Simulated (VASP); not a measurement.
# EuS (Fm-3m) in VASP: settings compared

EuS is run at these levels: PBEsol-based screened hybrid with 25 % exact exchange, PBE, BLYP; tasks: relaxation of cell and atoms, single point.

Everything below comes from runs of VASP 6.6.1. Logs are shortened: lines on timing, memory, paths and dates and some standing lists are left out, and cuts for length are marked.

## Step 1: The cell of the first run

The structure is cubic, space group Fm-3m (No. 225). The conventional cell has a = 5.957 Å, b = 5.957 Å, c = 5.957 Å, α = 90.00°, β = 90.00°, γ = 90.00°. Within 3.9 Å of Eu (site symmetry m-3m) lie 6 S at 2.98 Å. S (site symmetry m-3m) has 6 Eu at 2.98 Å within 3.9 Å.

## Step 2: Relaxation of cell and atoms, PBEsol-based screened hybrid with 25 % exact exchange, collinear spin, ferromagnetic start

Contents of POSCAR:

```
EuS
1.0
    0.0000000000      2.9785000000      2.9785000000
    2.9785000000      0.0000000000      2.9785000000
    2.9785000000      2.9785000000      0.0000000000
Eu S
1 1
Direct
    0.0000000000      0.0000000000      0.0000000000
    0.5000000000      0.5000000000      0.5000000000
```

Contents of INCAR.step1:

```
ALGO = Normal ; EDIFF = 1E-5
EDIFFG = -0.005 ; ENCUT = 600
GGA = PE ; GGA_COMPAT = False
IBRION = 2 ; ISIF = 3
ISMEAR = -1 ; ISPIN = 2
KPAR = 4 ; LASPH = True
LCHARG = False ; LMAXMIX = 6
LORBIT = 11 ; LREAL = False
LWAVE = True ; MAGMOM = 7 0
NBANDS = 22 ; NELM = 200
NELMIN = 4 ; NSW = 100
PREC = Accurate ; SIGMA = 0.05
```

Contents of INCAR.step2:

```
AEXX = 0.25 ; ALGO = Normal
EDIFF = 1E-7 ; EDIFFG = -0.01
ENCUT = 600 ; GGA = PS
GGA_COMPAT = False ; HFSCREEN = 0.207
IBRION = 2 ; ISIF = 3
ISMEAR = -1 ; ISPIN = 2
ISTART = 1 ; KPAR = 4
LASPH = True ; LCHARG = False
LHFCALC = True ; LMAXMIX = 6
LORBIT = 11 ; LREAL = False
LWAVE = False ; MAGMOM = 7 0
NELM = 200 ; NELMIN = 4
NSW = 60 ; PREC = Accurate
PRECFOCK = Normal ; SIGMA = 0.05
```

Contents of KPOINTS:

```
k-points
0
Gamma
  4 4 4
```

Potentials or basis: VASP PAW PBE potentials, release 64 (Eu, S).

Launch:

```console
$ cat potpaw_PBE.64/Eu/POTCAR potpaw_PBE.64/S/POTCAR > POTCAR
$ cp INCAR.step1 INCAR
$ mpirun -np 4 vasp_std > vasp.out
$ cp INCAR.step2 INCAR
$ mpirun -np 4 vasp_std > vasp.out
```

OUTCAR:

```text
AEXX = 0.25
   EDIFF = 1E-7
   EDIFFG = -0.01
   ENCUT = 600
   GGA = PS
   HFSCREEN = 0.207
   IBRION = 2
   ISIF = 3
   ISMEAR = -1
   ISPIN = 2
   ISTART = 1
   LASPH = True
   LHFCALC = True
   LORBIT = 11
   LREAL = False
   NELM = 200
   NELMIN = 4
   NSW = 60
   PREC = Accurate
   PRECFOCK = Normal

 ion  position               nearest neighbor table
   1  0.000  0.000  0.000-   2 2.98   2 2.98   2 2.98   2 2.98   2 2.98   2 2.98
   2  0.500  0.500  0.500-   1 2.98   1 2.98   1 2.98   1 2.98   1 2.98   1 2.98

  LATTYP: Found a face centered cubic cell.
 ALAT       =     5.9570000000

  Lattice vectors:

 A1 = (   0.0000000000,   2.9785000000,   2.9785000000)
 A2 = (   2.9785000000,   0.0000000000,   2.9785000000)
 A3 = (   2.9785000000,   2.9785000000,   0.0000000000)

Analysis of symmetry for initial positions (statically):
=====================================================================
 Subroutine PRICEL returns:
 Original cell was already a primitive cell.

 Routine SETGRP: Setting up the symmetry group for a
 face centered cubic supercell.

 Subroutine GETGRP returns: Found 48 space group operations
 (whereof 48 operations were pure point group operations)
 out of a pool of 48 trial point group operations.

The static configuration has the point symmetry O_h .

Analysis of symmetry for dynamics (positions and initial velocities):
=====================================================================
 Subroutine PRICEL returns:
 Original cell was already a primitive cell.

 Routine SETGRP: Setting up the symmetry group for a
 face centered cubic supercell.

 Subroutine GETGRP returns: Found 48 space group operations
 (whereof 48 operations were pure point group operations)
 out of a pool of 48 trial point group operations.

The dynamic configuration has the point symmetry O_h .

Analysis of structural, dynamic, and magnetic symmetry:
=====================================================================
 Subroutine PRICEL returns:
 Original cell was already a primitive cell.

 Routine SETGRP: Setting up the symmetry group for a
 face centered cubic supercell.

 Subroutine GETGRP returns: Found 48 space group operations
 (whereof 48 operations were pure point group operations)
 out of a pool of 48 trial point group operations.

The overall configuration has the point symmetry O_h .

 Subroutine INISYM returns: Found 48 space group operations
 (whereof 48 operations are pure point group operations),
 and found     1 'primitive' translations

----------------------------------------------------------------------------------------

                                     Primitive cell

  volume of cell :      52.8473

  direct lattice vectors                    reciprocal lattice vectors
     0.000000000  2.978500000  2.978500000    -0.167869733  0.167869733  0.167869733
     2.978500000  0.000000000  2.978500000     0.167869733 -0.167869733  0.167869733
     2.978500000  2.978500000  0.000000000     0.167869733  0.167869733 -0.167869733

  length of vectors
     4.212235096  4.212235096  4.212235096     0.290758907  0.290758907  0.290758907

  position of ions in fractional coordinates (direct lattice)
     0.000000000  0.000000000  0.000000000
     0.500000000  0.500000000  0.500000000

  ion indices of the primitive-cell ions
   primitive index   ion index
                 1           1
                 2           2

----------------------------------------------------------------------------------------

 KPOINTS: k-points

Automatic generation of k-mesh.
 Grid dimensions read from file:
 generate k-points for:    4    4    4

 Generating k-lattice:

  Cartesian coordinates                     Fractional coordinates (reciprocal lattice)
    -0.041967433  0.041967433  0.041967433     0.250000000  0.000000000  0.000000000
     0.041967433 -0.041967433  0.041967433     0.000000000  0.250000000  0.000000000
     0.041967433  0.041967433 -0.041967433     0.000000000  0.000000000  0.250000000

  Length of vectors
     0.072689727  0.072689727  0.072689727

  Shift w.r.t. Gamma in fractional coordinates (k-lattice)
     0.000000000  0.000000000  0.000000000

 Subroutine IBZKPT returns following result:
 ===========================================

 Found      8 irreducible k-points:

 Following reciprocal coordinates:
            Coordinates               Weight
  0.000000  0.000000  0.000000      1.000000
  0.250000  0.000000  0.000000      8.000000
  0.500000  0.000000  0.000000      4.000000
  0.250000  0.250000  0.000000      6.000000
  0.500000  0.250000  0.000000     24.000000
 -0.250000  0.250000  0.000000     12.000000
  0.500000  0.500000  0.000000      3.000000
 -0.250000  0.500000  0.250000      6.000000
   k-points           NKPTS =      8   k-points in BZ     NKDIM =     64   number of bands    NBANDS=     19
   number of dos      NEDOS =    301   number of ions     NIONS =      2
   total plane-waves  NPLWV =  46656
   dimension x,y,z NGX =    36 NGY =   36 NGZ =   36
   dimension x,y,z NGXF=    72 NGYF=   72 NGZF=   72
   ions per type =               1   1
   NGX,Y,Z   is equivalent  to a cutoff of  14.21, 14.21, 14.21 a.u.
   NGXF,Y,Z  is equivalent  to a cutoff of  28.42, 28.42, 28.42 a.u.
 SYSTEM =  unknown system
   PREC   = accura    normal or accurate (medium, high low for compatibility)
   ISTART =      1    job   : 0-new  1-cont  2-samecut
   ICHARG =      0    charge: 1-file 2-atom 10-const
   ISPIN  =      2    spin polarized calculation?
   LNONCOLLINEAR =      F non collinear calculations
   LSORBIT =      F    spin-orbit coupling
   LASPH  =      T    aspherical Exc in radial PAW
   ENCUT  =  600.0 eV  44.10 Ry    6.64 a.u.   8.41  8.41  8.41*2*pi/ulx,y,z
   NELM   =    200;   NELMIN=  4; NELMDL=  0     # of ELM steps
   EDIFF  = 0.1E-06   stopping-criterion for ELM
   LREAL  =      F    real-space projection
   EDIFFG = -.1E-01   stopping-criterion for IOM
   NSW    =     60    number of steps for IOM
   IBRION =      2    ionic relax: 0-MD 1-quasi-New 2-CG
   NFREE  =      1    steps in history (QN), initial steepest desc. (CG)
   ISIF   =      3    stress and relaxation
   ISYM   =      3    0-nonsym 1-usesym 2-fastsym
   POTIM  = 0.5000    time-step for ionic-motion
   TEBEG  =    0.0;   TEEND  =   0.0 temperature during run
   PSTRESS=    0.0 pullay stress
   NELECT =      23.0000    total number of electrons
   NUPDOWN=      -1.0000    fix difference up-down
   EMIN   =  10.00;   EMAX   =-10.00  energy-range for DOS
   EFERMI =   0.00;   METHOD = LEGACY
   ISMEAR =    -1;   SIGMA  =   0.05  broadening in eV -4-tet -1-fermi 0-gaus
   EFERMI_NEDOS =   21; number of points for ismear=-14 and -15
   IALGO  =     38    algorithm
   IMIX   =      1    mixing-type and parameters
     AMIX     =   0.40;   BMIX     =  1.00
     AMIX_MAG =   1.60;   BMIX_MAG =  1.00
  volume/ion in A,a.u.               =      26.42       178.32
  Fermi-wavevector in a.u.,A,eV,Ry     =   1.240633  2.344456 20.941667  1.539169
  Thomas-Fermi vector in A             =   2.375065
   LORBIT       =     11    0 simple, 1 ext, 2 COOP (PROOUT), +10 PAW based schemes
   GGA     = PS    functional components
   LHFCALC =     T    Hartree Fock is set to
   PRECFOCK=normal    Normal, Fast or Accurate (Low or Medium for compatibility)
   ENCUT4O =  -1.0   cutoff for four orbital integrals eV
   NKREDX  =     1    reduce k-point grid by
   NKREDY  =     1    reduce k-point grid by
   NKREDZ  =     1    reduce k-point grid by
   AEXX    =    0.2500 exact exchange contribution
   HFSCREEN=    0.2070 screening length (either q_TF or 0.3 A-1)
   HFSCREENC=   0.2070 screening length for correlation (either q_TF or 0.3 A-1)
   ENCUTFOCK=  -1.0 apply spherical cutoff to Coloumb kernel
   IVDW    =     0    specifies the selected vdW correction
   LEPSILON=     F    determine dielectric tensor
   LRPA    =     F    only Hartree local field effects (RPA)
 conjugate gradient relaxation of ions
 spin polarized calculation
  energy-cutoff  :      600.00
  volume of cell :       52.85
 maximum number of plane-waves:      1807
 NGX is ok and might be reduce to    36
  NGX = 28; NGY = 28; NGZ = 28

--------------------------------------- Ionic step        1  -------------------------------------------

 number of electron      22.9999996 magnetization       6.9993470

 Free energy of the ion-electron system (eV)
  ---------------------------------------------------
  ext. energy  EPLUGINS =         0.00000000
  ---------------------------------------------------
  free energy    TOTEN  =       -32.33420252 eV

  energy without entropy =      -32.33373671  energy(sigma->0) =      -32.33396962

------------------------ aborting loop because EDIFF is reached ----------------------------------------

  FORCE on cell =-STRESS in cart. coord.  units (eV):
  Direction    XX          YY          ZZ          XY          YZ          ZX
  --------------------------------------------------------------------------------------
  -------------------------------------------------------------------------------------
  Total       -0.5895876     -0.5895876     -0.5895876      0.0000000      0.0000000     -0.0000000
  in kB      -17.8745915    -17.8745915    -17.8745915      0.0000000      0.0000000     -0.0000000
  external PRESSURE =     -17.8745915 kB  Pullay stress =       0.0000000 kB
[... 57 lines left out ...]
  energy  without entropy=      -32.3421932640  energy(sigma->0) =      -32.34346604

--------------------------------------- Ionic step        3  -------------------------------------------

 number of electron      23.0000002 magnetization       7.0000004

 Free energy of the ion-electron system (eV)
  ---------------------------------------------------
  ext. energy  EPLUGINS =         0.00000000
  ---------------------------------------------------
  free energy    TOTEN  =       -32.34504490 eV

  energy without entropy =      -32.34295227  energy(sigma->0) =      -32.34399858

 E-fermi :   3.6443     XC(G=0):  -8.2241

 val. band max:        3.5554968877   @ k =   0.0000   0.0000   0.0000
 cond. band min:       3.7303990355   @ k =   0.5000   0.5000   0.0000
 fundamental gap:      0.1749021478
 Fermi energy:         3.6442514651

 spin component 1

 k-point     1 :       0.0000    0.0000    0.0000
  band No.  band energies     occupation
      1     -39.1779      1.00000
      2     -16.8423      1.00000
      3     -16.8423      1.00000
      4     -16.8423      1.00000
      5     -10.9125      1.00000
      6       0.8405      1.00000
[... 11 lines left out ...]
     18       5.9630      0.00000
     19       5.9630      0.00000
[... 136 lines left out ...]
      2     -17.0761      1.00000
      3     -17.0761      1.00000
      4     -17.0212      1.00000
      5     -10.1941      1.00000
      6      -0.5281      1.00000
[... 11 lines left out ...]
     18       8.7999      0.00000
     19       9.3788      0.00000
 Fermi energy:         3.6442514651

 spin component 2

 k-point     1 :       0.0000    0.0000    0.0000
  band No.  band energies     occupation
      1     -35.8586      1.00000
      2     -14.3531      1.00000
      3     -14.3531      1.00000
      4     -14.3531      1.00000
      5     -10.9294      1.00000
      6       1.1683      1.00000
[... 11 lines left out ...]
     18      13.7042      0.00000
     19      13.8747      0.00000
[... 181 lines left out ...]
  FREE ENERGIE OF THE ION-ELECTRON SYSTEM (eV)
  ---------------------------------------------------
  free  energy   TOTEN  =       -32.3450448972 eV

  energy  without entropy=      -32.3429522710  energy(sigma->0) =      -32.34399858

 reached required accuracy - stopping structural energy minimisation

 total charge

# of ion       s       p       d       f       tot
--------------------------------------------------
    1        2.030   5.795   0.245   6.799  14.869
    2        1.306   2.465   0.000   0.000   3.772
--------------------------------------------------
tot          3.337   8.260   0.245   6.799  18.641

 magnetization (x)

# of ion       s       p       d       f       tot
--------------------------------------------------
    1       -0.012  -0.096   0.046   6.774   6.712
    2       -0.007  -0.056   0.000   0.000  -0.063
--------------------------------------------------
tot         -0.019  -0.152   0.046   6.774   6.649
```

Run time: 58 min. Hardware: 4 MPI ranks of Intel Xeon 6975P-C (Granite Rapids), shared host; peak memory 0.35 GiB.

Results:

| Quantity | Value |
| --- | --- |
| Free energy | -32.3450 eV |
| Relaxed volume | 25.47 Å³/atom |
| Relaxed cell | a = 4.161 Å, b = 4.161 Å, c = 4.161 Å, α = 60.00°, β = 60.00°, γ = 60.00° |
| Space group after relaxing (to 0.1 Å) | Fm-3m (No. 225) |
| Energy gained by relaxing | 5.4 meV/atom |
| Ionic steps | 3 |
| Pressure after relaxing | 0.0 GPa |
| Band gap on the k mesh | 0.17 eV (least direct gap 0.45 eV) |
| Net moment | 7.00 μB per cell |
| Site moments | Eu +6.71; S -0.06 μB |
| Valence electrons inside the program's atomic spheres | Eu 14.87; S 3.77 |

The path:
```csv
step,energy change (eV),largest force (eV/Å),pressure (GPa),volume (Å³)
1,0.0000,0.0000,-1.79,52.85
2,-0.0105,0.0000,0.33,50.62
3,-0.0108,0.0000,-0.03,50.94
```

Final structure:
```cif
data_structure
_symmetry_space_group_name_H-M 'P 1'
_symmetry_Int_Tables_number 1
_cell_length_a 4.1611
_cell_length_b 4.1611
_cell_length_c 4.1611
_cell_angle_alpha 60.000
_cell_angle_beta 60.000
_cell_angle_gamma 60.000
_cell_volume 50.94
loop_
_atom_site_label
_atom_site_type_symbol
_atom_site_fract_x
_atom_site_fract_y
_atom_site_fract_z
_atom_site_occupancy
Eu1 Eu 0.00000 0.00000 0.00000 1
S1 S 0.50000 0.50000 0.50000 1
```

Levels at points of the mesh, in eV from the valence-band top:
Spin up:
```tsv
k point	band 11	band 12	band 13	band 14	band 15	band 16	band 17	band 18	band 19
(0.00, 0.00, 0.00)	-0.57	-0.57	0.00	0.00	0.00	2.32	2.41	2.41	2.41
(0.50, 0.00, 0.00)	-0.72	-0.59	-0.59	-0.57	-0.56	4.28	4.94	5.48	5.48
(0.50, 0.50, 0.00)	-0.63	-0.63	-0.58	-0.27	-0.27	0.17	4.71	4.91	6.46
```
Spin down:
| k point | band 6 | band 7 | band 8 | band 9 | band 10 | band 11 |
| --- | --- | --- | --- | --- | --- | --- |
| (0.00, 0.00, 0.00) | -2.39 | -2.39 | -2.39 | 2.77 | 3.14 | 3.14 |
| (0.50, 0.00, 0.00) | -5.30 | -3.71 | -3.71 | 4.32 | 5.68 | 6.53 |
| (0.50, 0.50, 0.00) | -3.66 | -2.78 | -2.78 | 0.84 | 5.49 | 5.64 |

Caveat: the k points lie up to 0.46 Å⁻¹ apart in the final cell; the PAW data sets were made with another functional, which shifts forces and pressure a little; spin-orbit coupling is left out, which moves the levels of the heavy elements; a cell with one magnetic atom can't hold antiferromagnetic order, which such compounds often take. A k mesh can miss the band edges.

(Part 1 of 4 ends here.)
